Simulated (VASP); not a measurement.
Input of a VASP 6.6.1 run:

Contents of INCAR:

```
PREC = Accurate ; ENCUT = 520
EDIFF = 1E-6 ; ISMEAR = 0
SIGMA = 0.01 ; LREAL = Auto
LASPH = True ; NELM = 60
ALGO = Normal ; ISIF = 2
LWAVE = False ; LCHARG = False
GGA = PS ; NBANDS = 72
KPAR = 4
```

KPOINTS

```
regular mesh
0
Gamma
  8 8 4
```

File POSCAR:

```
Ta3N5
1.0
    1.9389053463     -5.1077448055      0.0000000000
    1.9389053463      5.1077448055      0.0000000000
    0.0000000000      0.0000000000     10.2371120362
Ta N
6 10
Direct
    0.8012116083      0.1987883917      0.2500000000
    0.1987883917      0.8012116083      0.7500000000
    0.8662958555      0.1337041445      0.5592912408
    0.1337041445      0.8662958555      0.0592912408
    0.1337041445      0.8662958555      0.4407087592
    0.8662958555      0.1337041445      0.9407087592
    0.2358282074      0.7641717926      0.2500000000
    0.7641717926      0.2358282074      0.7500000000
    0.9530009783      0.0469990217      0.1199322618
    0.0469990217      0.9530009783      0.6199322618
    0.0469990217      0.9530009783      0.8800677382
    0.9530009783      0.0469990217      0.3800677382
    0.6913043664      0.3086956336      0.0732926876
    0.3086956336      0.6913043664      0.5732926876
    0.3086956336      0.6913043664      0.9267073124
    0.6913043664      0.3086956336      0.4267073124
```

Potentials or basis: VASP PAW PBE potentials, release 64 (Ta_pv, N).

The run is started by

```console
$ cat potpaw_PBE.64/Ta_pv/POTCAR potpaw_PBE.64/N/POTCAR > POTCAR
$ mpirun -np 4 vasp_std > vasp.out
```

Q: Predict the largest force.

A: 0.057 eV/Å.

Q: Predict the pressure.

A: 0.8 GPa.

Forces in eV/Å, atoms in the order of the input:
```
Ta   0.000  0.011  0.000
Ta   0.000 -0.011  0.000
Ta   0.000  0.039  0.007
Ta   0.000 -0.039  0.007
Ta   0.000 -0.039 -0.007
Ta   0.000  0.039 -0.007
N    0.000  0.004  0.000
N    0.000 -0.004  0.000
N    0.000  0.022  0.053
N    0.000 -0.022  0.053
N    0.000 -0.022 -0.053
N    0.000  0.022 -0.053
N    0.000  0.016 -0.007
N    0.000 -0.016 -0.007
N    0.000 -0.016  0.007
N    0.000  0.016  0.007
```

Caveat: the PAW data sets were made with another functional, which shifts forces and pressure a little.
